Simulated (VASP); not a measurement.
**NaF: single point with PBEsol**

The system is NaF.

```
Na F
1.0
     0.00000    2.38878    2.19768
     2.38878    0.00000    2.19768
     2.38878    2.38878    0.00000
Na F
1 1
Cartesian
  0.0000 0.0000 0.0000
  2.3888 2.3888 2.1977
```

This cell differs from its parent crystal: ratio of the length along z to the lengths across it x 0.92, volume and fractional coordinates fixed.

```
Program                : VASP 6.6.1
Task                   : single point
Functional             : PBEsol
Potentials or basis    : VASP PAW PBE potentials, release 64 (Na_pv, F)
Cutoff                 : 520 eV
k mesh                 : 10 × 10 × 10
Occupations            : gaussian, width 0.05 eV
Spin                   : no spin polarisation
Dipole correction      : no
Further INCAR settings : ALGO = Normal; EDIFF = 1e-07; NBANDS = 14
```

The pressure is 0.4 GPa and the band gap on the k mesh is 6.11 eV.

Stress tensor (GPa, compression positive):
```
-2.24  0.00  0.00
 0.00 -2.24  0.00
 0.00  0.00  5.60
```

Levels at points of the mesh, in eV from the valence-band top:
```tsv
k point	band 4	band 5	band 6	band 7	band 8	band 9	band 10	band 11
(0.00, 0.00, 0.00)	-18.76	-0.01	0.00	0.00	6.11	18.66	18.66	19.25
(0.50, 0.00, 0.00)	-17.97	-1.60	-0.29	-0.23	10.55	12.25	19.16	20.77
(0.50, 0.50, 0.00)	-18.77	-1.18	-0.50	-0.50	12.55	13.68	13.74	18.90
(0.50, 0.00, 0.50)	-18.81	-1.33	-0.41	-0.30	12.55	13.33	13.40	19.53
```

It took 14 s on 1 thread of Intel(R) Xeon(R) 6975P-C (Granite Rapids), on a shared host, peak memory 0.15 GiB.

Caveat: the PAW data sets were made with another functional, which shifts forces and pressure a little. A k mesh can miss the band edges.
